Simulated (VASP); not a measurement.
Here is a VASP 6.6.1 calculation.

The input INCAR:

```
PREC = Accurate
ENCUT = 520
EDIFF = 1E-6
ISMEAR = 0
SIGMA = 0.2
LREAL = F
LASPH = T
NELM = 100
ALGO = Normal
ISIF = 2
LWAVE = F
LCHARG = T
GGA = PE
LELF = T
LVHAR = T
NBANDS = 22
```

File KPOINTS:

```
regular mesh
0
Gamma
  4 4 3
```

Contents of POSCAR:

```
Li3H2
1.0
    4.7338299860     -2.5666384339      0.0000000000
    4.7338299860      2.5666384339      0.0000000000
    0.0000000000      0.0000000000      5.1797076547
Li H
6 4
Direct
    0.5000035122     -0.0000035122      0.2500000000
   -0.0000035122      0.5000035122      0.7500000000
    0.4999964878      1.0000035122      0.7500000000
    1.0000035122      0.4999964878      0.2500000000
    0.5000000000      0.5000000000      0.0000000000
    0.0000000000      0.0000000000      0.5000000000
    0.6938031797      0.6938031797      0.0000000000
    0.8061968203      0.8061968203      0.5000000000
    0.3061968203      0.3061968203      0.0000000000
    0.1938031797      0.1938031797      0.5000000000
```

Potentials or basis: VASP PAW PBE potentials, release 64 (Li_sv, H).

Launch:

```sh
$ cat potpaw_PBE.64/Li_sv/POTCAR potpaw_PBE.64/H/POTCAR > POTCAR
$ mpirun -np 1 vasp_std > vasp.out
```

Q: Estimate the largest force.

A: 0.017 eV/Å.

Q: What does it give for the band gap on the k mesh?

A: Zero (band 11 reaches 2.28 eV, above the bottom of band 12 at 0.70 eV).

Forces on the atoms (eV/Å):
```
Li   0.000  0.000  0.000
Li   0.000  0.000  0.000
Li   0.000  0.000  0.000
Li   0.000  0.000  0.000
Li   0.000  0.000  0.000
Li   0.000  0.000  0.000
H    0.017  0.000  0.000
H   -0.017  0.000  0.000
H   -0.017  0.000  0.000
H    0.017  0.000  0.000
```

Caveat: the k points lie up to 0.40 Å⁻¹ apart.
